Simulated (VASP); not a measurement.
Wanted: the native input for a VASP 6.6.1 run.

| Quantity | Value |
| --- | --- |
| Task | single point |
| Functional | RPBE |
| Potentials or basis | VASP PAW PBE potentials, release 64 (Si) |
| Cutoff | 520 eV |
| k mesh | 15 × 15 × 4 |
| Occupations | fermi-dirac, width 0.1 eV |
| Spin | no spin polarisation |
| Dipole correction | no |
| Further INCAR settings | ALGO = Normal; EDIFF = 1e-07; NBANDS = 16 |

The structure of Si lies in POSCAR:

```
Si
1.0
    2.6165504439      0.0000000000      0.0000000000
   -1.3082752219      2.2659991547      0.0000000000
    0.0000000000      0.0000000000      8.6793379113
Si
4
Direct
    0.0000000000      0.0000000000      0.0000000000
    0.0000000000      0.0000000000      0.5000000000
    0.3333333333      0.6666666667      0.2500000000
    0.6666666667      0.3333333333      0.7500000000
```

This isn't the form of Si at room conditions, which is diamond.

One way to write it, as run:

INCAR

```
ALGO = Normal
EDIFF = 1E-7
ENCUT = 520
GGA = RP
ISIF = 2
ISMEAR = -1
LASPH = T
LCHARG = T
LELF = T
LREAL = F
LVHAR = T
LWAVE = F
NBANDS = 16
NELM = 60
PREC = Accurate
SIGMA = 0.1
```

KPOINTS

```
k-points
0
Gamma
  15 15 4
```

Potentials or basis: VASP PAW PBE potentials, release 64 (Si).

Run with:

```bash
$ cat potpaw_PBE.64/Si/POTCAR > POTCAR
$ mpirun -np 1 vasp_std > vasp.out
```

It gave:

| Item | Value |
| --- | --- |
| Pressure | 13.2 GPa |
| Band gap on the k mesh | zero (bands 8 and 9 overlap by 13.70 eV) |

Caveat: the cell stands under pressure; the PAW data sets were made with another functional, which shifts forces and pressure a little.

Run time: 57 s on 1 thread of Intel(R) Xeon(R) Platinum 8375C CPU @ 2.90GHz (Ice Lake), with other jobs on the host, peak memory 0.19 GiB.
